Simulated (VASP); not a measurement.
# Ta (Fm-3m) in VASP: notebook

Runs on Ta. Level: r2SCAN. Tasks: electric field gradients.

All numbers are computed with VASP 6.6.1; they aren't measurements. Logs are shortened: lines on timing, memory, paths and dates and some standing lists are left out, and cuts for length are marked.

### Step 1. The cell of the first run

The structure is cubic, space group Fm-3m (No. 225). Conventional cell: a = 4.101 Å, b = 4.101 Å, c = 4.101 Å, α = 90.00°, β = 90.00°, γ = 90.00°. Within 3.8 Å of Ta (site symmetry m-3m) lie 12 Ta at 2.90 Å.

This isn't the form of Ta at room conditions, which is bcc.

### Step 2. Electric field gradients, r2SCAN

The input, POSCAR:

```
Ta
1.0
    0.0000000000      2.0505446370      2.0505446370
    2.0505446370      0.0000000000      2.0505446370
    2.0505446370      2.0505446370      0.0000000000
Ta
1
Direct
    0.0000000000      0.0000000000      0.0000000000
```

The input, INCAR.step1:

```
ALGO = Normal
EDIFF = 1E-4
ENCUT = 520
GGA = PE
ISMEAR = -1
LASPH = True
LCHARG = False
LREAL = False
LWAVE = True
NBANDS = 12
NELM = 100
PREC = Accurate
SIGMA = 0.005
```

The input, INCAR.step2:

```
ALGO = Normal
EDIFF = 1E-8
ENCUT = 520
ISIF = 2
ISMEAR = -1
ISTART = 1
LASPH = True
LCHARG = False
LEFG = True
LMIXTAU = True
LREAL = False
LWAVE = False
METAGGA = R2SCAN
NBANDS = 12
NELM = 100
PREC = Accurate
SIGMA = 0.005
```

The input, KPOINTS:

```
k-points
0
Gamma
  14 14 14
```

Potentials or basis: VASP PAW PBE potentials, release 64 (Ta_pv).

Command:

```
$ cat potpaw_PBE.64/Ta_pv/POTCAR > POTCAR
$ cp INCAR.step1 INCAR
$ mpirun -np 1 vasp_std > vasp.out
$ cp INCAR.step2 INCAR
$ mpirun -np 1 vasp_std > vasp.out
```

OUTCAR:

```text
EDIFF = 1E-8
   ENCUT = 520
   ISIF = 2
   ISMEAR = -1
   ISTART = 1
   LASPH = True
   LREAL = False
   METAGGA = R2SCAN
   NELM = 100
   PREC = Accurate

 ion  position               nearest neighbor table
   1  0.000  0.000  0.000-

  LATTYP: Found a face centered cubic cell.
 ALAT       =     4.1010892740

  Lattice vectors:

 A1 = (   0.0000000000,   2.0505446370,   2.0505446370)
 A2 = (   2.0505446370,   0.0000000000,   2.0505446370)
 A3 = (   2.0505446370,   2.0505446370,   0.0000000000)

Analysis of symmetry for initial positions (statically):
=====================================================================
 Subroutine PRICEL returns:
 Original cell was already a primitive cell.

 Routine SETGRP: Setting up the symmetry group for a
 face centered cubic supercell.

 Subroutine GETGRP returns: Found 48 space group operations
 (whereof 48 operations were pure point group operations)
 out of a pool of 48 trial point group operations.

The static configuration has the point symmetry O_h .

Analysis of symmetry for dynamics (positions and initial velocities):
=====================================================================
 Subroutine PRICEL returns:
 Original cell was already a primitive cell.

 Routine SETGRP: Setting up the symmetry group for a
 face centered cubic supercell.

 Subroutine GETGRP returns: Found 48 space group operations
 (whereof 48 operations were pure point group operations)
 out of a pool of 48 trial point group operations.

The dynamic configuration has the point symmetry O_h .

 Subroutine INISYM returns: Found 48 space group operations
 (whereof 48 operations are pure point group operations),
 and found     1 'primitive' translations

----------------------------------------------------------------------------------------

                                     Primitive cell

  volume of cell :      17.2440

  direct lattice vectors                    reciprocal lattice vectors
     0.000000000  2.050544637  2.050544637    -0.243837657  0.243837657  0.243837657
     2.050544637  0.000000000  2.050544637     0.243837657 -0.243837657  0.243837657
     2.050544637  2.050544637  0.000000000     0.243837657  0.243837657 -0.243837657

  length of vectors
     2.899908036  2.899908036  2.899908036     0.422339211  0.422339211  0.422339211

  position of ions in fractional coordinates (direct lattice)
     0.000000000  0.000000000  0.000000000

  ion indices of the primitive-cell ions
   primitive index   ion index
                 1           1

----------------------------------------------------------------------------------------

 KPOINTS: k-points

Automatic generation of k-mesh.
 Grid dimensions read from file:
 generate k-points for:   14   14   14

 Generating k-lattice:

  Cartesian coordinates                     Fractional coordinates (reciprocal lattice)
    -0.017416976  0.017416976  0.017416976     0.071428571  0.000000000  0.000000000
     0.017416976 -0.017416976  0.017416976     0.000000000  0.071428571  0.000000000
     0.017416976  0.017416976 -0.017416976     0.000000000  0.000000000  0.071428571

  Length of vectors
     0.030167086  0.030167086  0.030167086

  Shift w.r.t. Gamma in fractional coordinates (k-lattice)
     0.000000000  0.000000000  0.000000000

 Subroutine IBZKPT returns following result:
 ===========================================

 Found    104 irreducible k-points:

 Following reciprocal coordinates:
            Coordinates               Weight
  0.000000  0.000000  0.000000      1.000000
  0.071429  0.000000  0.000000      8.000000
  0.142857  0.000000  0.000000      8.000000
  0.214286  0.000000  0.000000      8.000000
  0.285714  0.000000  0.000000      8.000000
  0.357143  0.000000  0.000000      8.000000
[... 16 lines left out ...]
  0.214286  0.142857  0.000000     24.000000
  0.285714  0.142857  0.000000     24.000000
 [... further k-points ...]
   k-points           NKPTS =    104   k-points in BZ     NKDIM =    104   number of bands    NBANDS=     12
   number of dos      NEDOS =    301   number of ions     NIONS =      1
   total plane-waves  NPLWV =  13824
   dimension x,y,z NGX =    24 NGY =   24 NGZ =   24
   dimension x,y,z NGXF=    48 NGYF=   48 NGZF=   48
   ions per type =               1
   NGX,Y,Z   is equivalent  to a cutoff of  13.76, 13.76, 13.76 a.u.
   NGXF,Y,Z  is equivalent  to a cutoff of  27.52, 27.52, 27.52 a.u.
 SYSTEM =  unknown system
   PREC   = accura    normal or accurate (medium, high low for compatibility)
   ISTART =      1    job   : 0-new  1-cont  2-samecut
   ICHARG =      0    charge: 1-file 2-atom 10-const
   ISPIN  =      1    spin polarized calculation?
   LNONCOLLINEAR =      F non collinear calculations
   LSORBIT =      F    spin-orbit coupling
   LASPH  =      T    aspherical Exc in radial PAW
   ENCUT  =  520.0 eV  38.22 Ry    6.18 a.u.   5.39  5.39  5.39*2*pi/ulx,y,z
   NELM   =    100;   NELMIN=  2; NELMDL=  0     # of ELM steps
   EDIFF  = 0.1E-07   stopping-criterion for ELM
   LREAL  =      F    real-space projection
   EDIFFG = 0.1E-06   stopping-criterion for IOM
   NSW    =      0    number of steps for IOM
   IBRION =     -1    ionic relax: 0-MD 1-quasi-New 2-CG
   NFREE  =      0    steps in history (QN), initial steepest desc. (CG)
   ISIF   =      2    stress and relaxation
   ISYM   =      2    0-nonsym 1-usesym 2-fastsym
   POTIM  = 0.5000    time-step for ionic-motion
   TEBEG  =    0.0;   TEEND  =   0.0 temperature during run
   PSTRESS=    0.0 pullay stress
   NELECT =      11.0000    total number of electrons
   NUPDOWN=      -1.0000    fix difference up-down
   EMIN   =  10.00;   EMAX   =-10.00  energy-range for DOS
   EFERMI =   0.00;   METHOD = LEGACY
   ISMEAR =    -1;   SIGMA  =   0.01  broadening in eV -4-tet -1-fermi 0-gaus
   EFERMI_NEDOS =   21; number of points for ismear=-14 and -15
   IALGO  =     38    algorithm
   IMIX   =      4    mixing-type and parameters
     AMIX     =   0.40;   BMIX     =  1.00
     AMIX_MAG =   1.60;   BMIX_MAG =  1.00
  volume/ion in A,a.u.               =      17.24       116.37
  Fermi-wavevector in a.u.,A,eV,Ry     =   1.409267  2.663128 27.021611  1.986032
  Thomas-Fermi vector in A             =   2.531340
   LORBIT       =      0    0 simple, 1 ext, 2 COOP (PROOUT), +10 PAW based schemes
   METAGGA = R2SCAN    functional components
   LHFCALC =     F    Hartree Fock is set to
   AEXX    =    0.0000 exact exchange contribution
   IVDW    =     0    specifies the selected vdW correction
   LEPSILON=     F    determine dielectric tensor
   LRPA    =     F    only Hartree local field effects (RPA)
 non-spin polarized calculation
  energy-cutoff  :      520.00
  volume of cell :       17.24
 maximum number of plane-waves:       483
 NGX is ok and might be reduce to    24
   NGX = 11   NGY = 11   NGZ = 11

 number of electron      10.9999999 magnetization

 Free energy of the ion-electron system (eV)
  ---------------------------------------------------
  ext. energy  EPLUGINS =         0.00000000
  ---------------------------------------------------
  free energy    TOTEN  =       -48.26422119 eV

  energy without entropy =      -48.26414007  energy(sigma->0) =      -48.26418063

 E-fermi :   6.0940     XC(G=0): -14.0191

 val. band max:        6.0808948009   @ k =  -0.3571   0.4286   0.1429
 cond. band min:       6.1153235112   @ k =   0.3571   0.2143   0.0000
 fundamental gap:      0.0344287103
 Fermi energy:         6.0940080826

 k-point     1 :       0.0000    0.0000    0.0000
  band No.  band energies     occupation
      1     -28.3677      2.00000
      2     -28.3676      2.00000
      3     -28.3676      2.00000
      4      -2.8040      2.00000
      5       6.5905      0.00000
      6       6.5905      0.00000
      7       6.5905      0.00000
      8      10.2155      0.00000
      9      10.2155      0.00000
     10      17.9193      0.00000
     11      19.3795      0.00000
     12      25.1061      0.00000

 k-point     2 :       0.0714    0.0000    0.0000
  band No.  band energies     occupation
      1     -28.4443      2.00000
      2     -28.3769      2.00000
      3     -28.3769      2.00000
      4      -2.5669      2.00000
      5       6.3765      0.00000
      6       6.7020      0.00000
      7       6.7020      0.00000
      8      10.0989      0.00000
      9      10.0989      0.00000
     10      17.9191      0.00000
     11      19.8808      0.00000
     12      23.9574      0.00000

 k-point     3 :       0.1429    0.0000    0.0000
  band No.  band energies     occupation
      1     -28.6550      2.00000
      2     -28.4028      2.00000
      3     -28.4028      2.00000
      4      -1.9005      2.00000
      5       5.8762      2.00000
      6       6.9616      0.00000
      7       6.9616      0.00000
      8       9.8879      0.00000
      9       9.8880      0.00000
     10      17.9189      0.00000
     11      20.9799      0.00000
     12      22.4845      0.00000
[... 286 lines left out ...]
 k-point    23 :       0.2143    0.1429    0.0000
  band No.  band energies     occupation
      1     -28.8390      2.00000
      2     -28.5123      2.00000
      3     -28.5013      2.00000
      4      -0.8692      2.00000
      5       4.8993      2.00000
      6       7.4112      0.00000
      7       7.7030      0.00000
      8       8.4705      0.00000
      9      10.8599      0.00000
     10      17.9188      0.00000
     11      22.6693      0.00000
     12      23.3936      0.00000

 k-point    24 :       0.2857    0.1429    0.0000
  band No.  band energies     occupation
      1     -29.0965      2.00000
      2     -28.5588      2.00000
      3     -28.5456      2.00000
      4       0.0744      2.00000
      5       4.5421      2.00000
      6       6.7735      0.00000
      7       7.8449      0.00000
      8       9.3196      0.00000
      9      11.3122      0.00000
     10      17.9184      0.00000
     11      21.4332      0.00000
     12      24.7882      0.00000

 [... further k-points ...]

------------------------ aborting loop because EDIFF is reached ----------------------------------------

  FORCE on cell =-STRESS in cart. coord.  units (eV):
  Direction    XX          YY          ZZ          XY          YZ          ZX
  --------------------------------------------------------------------------------------
  -------------------------------------------------------------------------------------
  Total        1.9951227      1.9951227      1.9951227      0.0000000     -0.0000000      0.0000000
  in kB      185.3713116    185.3713116    185.3713116      0.0000000     -0.0000000      0.0000000
  external PRESSURE =     185.3713116 kB  Pullay stress =       0.0000000 kB

 VOLUME and BASIS-vectors are now :
 -----------------------------------------------------------------------------
  energy-cutoff  :      520.00
  volume of cell :       17.24
      direct lattice vectors                 reciprocal lattice vectors
     0.000000000  2.050544637  2.050544637    -0.243837657  0.243837657  0.243837657
     2.050544637  0.000000000  2.050544637     0.243837657 -0.243837657  0.243837657
     2.050544637  2.050544637  0.000000000     0.243837657  0.243837657 -0.243837657

 POSITION                                       TOTAL-FORCE (eV/Angst)
 -----------------------------------------------------------------------------------
      0.00000      0.00000      0.00000         0.000000      0.000000      0.000000
 -----------------------------------------------------------------------------------
    total drift:                                0.000000     -0.000000     -0.000000

  FREE ENERGIE OF THE ION-ELECTRON SYSTEM (eV)
  ---------------------------------------------------
  free  energy   TOTEN  =       -48.2642211868 eV

  energy  without entropy=      -48.2641400723  energy(sigma->0) =      -48.26418063

 Electric field gradients (V/A^2)
---------------------------------------------------------------------
 ion       V_xx      V_yy      V_zz      V_xy      V_xz      V_yz
---------------------------------------------------------------------
   1      -0.000    -0.000     0.000    -0.000    -0.000    -0.000
---------------------------------------------------------------------

 Electric field gradients after diagonalization (V/A^2)
 (convention: |V_zz| > |V_xx| > |V_yy|)
----------------------------------------------------------------------
 ion       V_xx      V_yy      V_zz     asymmetry (V_yy - V_xx)/ V_zz
----------------------------------------------------------------------
   1       0.000     0.000    -0.001       0.000
----------------------------------------------------------------------

           NMR quadrupolar parameters

 Cq : quadrupolar parameter    Cq=e*Q*V_zz/h
 eta: asymmetry parameters     (V_yy - V_xx)/ V_zz
 Q  : nuclear electric quadrupole moment in mb (millibarn)
----------------------------------------------------------------------
 ion       Cq(MHz)       eta       Q (mb)
----------------------------------------------------------------------
   1      -0.000       0.000       1.000
----------------------------------------------------------------------
```

It took 72 s on 1 thread of AMD EPYC 9R45 (Zen 5), shared host; peak memory 0.13 GiB.

What came out:

```yaml
Free_energy: -48.2642 eV
Pressure: 18.5 GPa
Band_gap_on_the_k_mesh: zero (an odd number of electrons rules out a gap without spin polarisation)
Largest_electric_field_gradient_by_atom: under 0.05 V/Å² on every atom
```

Levels at points of the mesh, in eV from the Fermi level:
```
           k point  band 3  band 4  band 5  band 6  band 7  band 8
(0.00, 0.00, 0.00)  -34.46   -8.90    0.50    0.50    0.50    4.12
(0.50, 0.00, 0.00)  -34.65   -5.19    0.28    0.28    0.86    6.73
(0.50, 0.50, 0.00)  -34.96   -5.06   -3.96    3.44    6.81    7.47
```

Caveat: the cell stands under pressure; the PAW data sets were made with another functional, which shifts forces and pressure a little; spin-orbit coupling is left out, which moves the levels of the heavy elements.

(Part 1 of 2 ends here.)

The gap in the log of VASP goes by the Fermi energy; the results here count the filled bands.